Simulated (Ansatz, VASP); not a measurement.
One calculation of MgO, two programs

The input INCAR:

```
SYSTEM = MgO
ALGO = Normal ; EDIFF = 1E-7
ENCUT = 520 ; GGA = PE
ISIF = 2 ; ISMEAR = 0
LASPH = .TRUE. ; LCHARG = .FALSE.
LREAL = .FALSE. ; LWAVE = .FALSE.
NBANDS = 16 ; NELM = 100
PREC = Accurate ; SIGMA = 0.02
```

File KPOINTS:

```
k-points
0
G
  9 9 6
  0 0 0
```

File POSCAR:

```
MgO
1.0
    3.5626946741      0.0000000000      0.0000000000
   -1.7813473371      3.0853840937      0.0000000000
    0.0000000000      0.0000000000      4.1441573057
Mg O
2 2
Direct
    0.6666666700      0.3333333300      0.7500000000
    0.3333333300      0.6666666700      0.2500000000
    0.6666666700      0.3333333300      0.2500000000
    0.3333333300      0.6666666700      0.7500000000
```

Input for Ansatz:

```yaml
crystal:
  lattice:
    - [3.5626946741, 0.0, 0.0]
    - [-1.7813473371, 3.0853840937, 0.0]
    - [0.0, 0.0, 4.1441573057]
  atoms:
    - { symbol: Mg, position: [0.66666667, 0.33333333, 0.75] }
    - { symbol: Mg, position: [0.33333333, 0.66666667, 0.25] }
    - { symbol: O, position: [0.66666667, 0.33333333, 0.25] }
    - { symbol: O, position: [0.33333333, 0.66666667, 0.75] }
basis:
  ecutwfc: 420
kpoints:
  mp_grid: { grid: [9, 9, 6] }
hamiltonian:
  xc: pbe
scf:
  occupations: { method: gaussian, width: 0.02 }
output:
  forces: true
  stress: true
  eigenvalues: true
  populations: true
```

Alike in both runs: task single point; functional PBE; k mesh 9 × 9 × 6; occupations gaussian, width 0.02 eV; no spin polarisation.

|  | VASP | Ansatz |
| --- | --- | --- |
| version | VASP 6.6.1 | Ansatz 0.2.0 |
| potentials or method | VASP PAW PBE potentials, release 64 (Mg, O), cutoff 520 eV | scalar-relativistic, plane waves, PAW |
| valence electrons in the cell | 16 | 32 |

Ansatz gave:

```
gap on the k mesh at the Fermi level (eV)                     : 3.32
least direct gap on the mesh (eV)                             : 3.32
pressure (GPa)                                                : 0.3
traceless stress, the component that is largest in VASP (GPa) : 3.72
```

Q: Which values does VASP return?

A: gap on the k mesh at the Fermi level (eV): 3.30; least direct gap on the mesh (eV): 3.30; pressure (GPa): -0.2; traceless stress, the component that is largest in VASP (GPa): 3.65.

VASP's potentials hold 16 valence electrons a cell and Ansatz's 32, so a difference there can come from the potentials and not from the codes.
